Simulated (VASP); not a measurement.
Here is a VASP 6.6.1 calculation.

File INCAR:

```
PREC     = Accurate       # precision mode
ENCUT    = 520            # plane-wave cutoff, eV
EDIFF    = 1E-6           # SCF threshold, eV
ISMEAR   = 0              # smearing method
SIGMA    = 0.1            # smearing width, eV
LREAL    = F              # projectors in reciprocal space
LASPH    = T              # aspherical terms in the spheres
NELM     = 80             # most SCF steps
ALGO     = Normal         # electronic algorithm
ISIF     = 2              # what is computed and relaxed
LWAVE    = F              # write WAVECAR
LCHARG   = F              # write CHGCAR
GGA      = PE             # functional
NBANDS   = 31             # bands
```

Contents of KPOINTS:

```
Automatic mesh
0
Gamma
  6 6 10
```

File POSCAR:

```
BeZn2Se3
1.0
    6.7143177419      0.0000000000      0.0000000000
   -3.3571588709      5.8147697336      0.0000000000
    0.0000000000      0.0000000000      3.5476118567
Be Zn Se
1 2 3
Direct
    0.0000000000      0.0000000000      0.5000000000
    0.3333333333      0.6666666667      0.5000000000
    0.6666666667      0.3333333333      0.5000000000
    0.0000000000      0.5000000000      0.0000000000
    0.5000000000      0.0000000000      0.0000000000
    0.5000000000      0.5000000000      0.0000000000
```

Potentials or basis: VASP PAW PBE potentials, release 64 (Be, Zn, Se).

Run with:

```bash
$ cat potpaw_PBE.64/Be/POTCAR potpaw_PBE.64/Zn/POTCAR potpaw_PBE.64/Se/POTCAR > POTCAR
$ mpirun -np 1 vasp_std > vasp.out
```

Task: Estimate the band gap on the k mesh.

Result: Zero (bands 22 and 23 overlap by 0.81 eV).

Task: Predict the pressure.

Result: 0.1 GPa.
